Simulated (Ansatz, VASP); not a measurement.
CoSi in VASP and in Ansatz

Contents of INCAR:

```
  PREC = Accurate
  ENCUT = 600
  EDIFF = 1E-6
  ISMEAR = -1
  SIGMA = 0.1
  LREAL = F
  LASPH = T
  NELM = 120
  ALGO = Normal
  ISIF = 2
  LWAVE = F
  LCHARG = F
  GGA = PE
  NBANDS = 14
  GGA_COMPAT = F
```

KPOINTS

```
regular mesh
0
Gamma
  14 14 14
```

File POSCAR:

```
CoSi
1.0
    2.7803781644      0.0000000000      0.0000000000
    0.0000000000      2.7803781644      0.0000000000
    0.0000000000      0.0000000000      2.7803781644
Co Si
1 1
Direct
    0.0000000000      0.0000000000      0.0000000000
    0.5000000000      0.5000000000      0.5000000000
```

Input for Ansatz:

```yaml
crystal:
  lattice:
    - [2.7803781644, 0.0, 0.0]
    - [0.0, 2.7803781644, 0.0]
    - [0.0, 0.0, 2.7803781644]
  atoms:
    - { symbol: Co, position: [0.0, 0.0, 0.0] }
    - { symbol: Si, position: [0.5, 0.5, 0.5] }
kpoints:
  mp_grid: { grid: [14, 14, 14] }
scf:
  occupations: { method: fermi_dirac, width: 0.1 }
hamiltonian:
  xc: pbe
  pseudopotentials: { kind: all_electron, datasets: crystal }
output:
  forces: true
  stress: true
  eigenvalues: true
```

Change from the starting cell: volume scaled by 1, crystal datasets.

Alike in both runs: task single point; functional PBE; k mesh 14 × 14 × 14; occupations fermi-dirac, width 0.1 eV; no spin polarisation.

|  | VASP | Ansatz |
| --- | --- | --- |
| version | VASP 6.6.1 | Ansatz 0.2.0 |
| potentials or method | VASP PAW PBE potentials, release 64 (Co, Si), cutoff 600 eV | all-electron PAW with datasets made for the crystal, scalar-relativistic |

Ansatz gave:

| Property | Result |
| --- | --- |
| pressure (GPa) | 0.0 |

What did VASP give for the same quantities?

Pressure (GPa): -0.2.

Ansatz ran all-electron here, and VASP with PAW potentials.
